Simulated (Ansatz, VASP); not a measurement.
Two plane-wave programs on Nb

Contents of INCAR:

```
ALGO = Normal
EDIFF = 1E-7
ENCUT = 520
GGA = RP
ISIF = 2
ISMEAR = -1
LASPH = T
LCHARG = F
LREAL = F
LWAVE = F
NBANDS = 12
NELM = 60
PREC = Accurate
SIGMA = 0.1
```

File KPOINTS:

```
k-points
0
Gamma
  13 13 13
```

Contents of POSCAR:

```
Nb
1.0
    2.6233326676      0.0000000000      0.0000000000
    0.0000000000      2.6233326676      0.0000000000
    0.0000000000      0.0000000000      2.6233326676
Nb
1
Direct
    0.0000000000      0.0000000000      0.0000000000
```

Input for Ansatz:

```yaml
crystal:
  lattice:
    - [2.6233326676, 0.0, 0.0]
    - [0.0, 2.6233326676, 0.0]
    - [0.0, 0.0, 2.6233326676]
  atoms:
    - { symbol: Nb, position: [0.0, 0.0, 0.0] }
hamiltonian:
  xc: rpbe
  pseudopotentials:
    kind: paw
    azcp:
      Nb: "pseudopotentials/Nb.paw.azcp"
basis:
  ecutwfc: 420
  fft_grid_basis: typed
kpoints:
  mp_grid: { grid: [13, 13, 13], shift: [0, 0, 0] }
magnetization:
  spin_polarized: false
scf:
  occupations: { method: fermi_dirac, width: 0.1 }
  lower_state_search: "off"
output:
  stress: true
```

Alike in both runs: task single point; functional RPBE; k mesh 13 × 13 × 13; occupations fermi-dirac, width 0.1 eV; no spin polarisation.

```csv
,VASP,Ansatz
version,VASP 6.6.1,Ansatz 0.2.0
potentials or method,"VASP PAW PBE potentials, release 64 (Nb_sv), cutoff 520 eV","plane waves (420 eV) with PAW, scalar-relativistic"
valence electrons in the cell,13,13
```

```csv
,VASP,Ansatz,Ansatz less VASP
pressure (GPa),19.8,20.0,+0.21
```

VASP's potentials were made for PBE, not for RPBE.
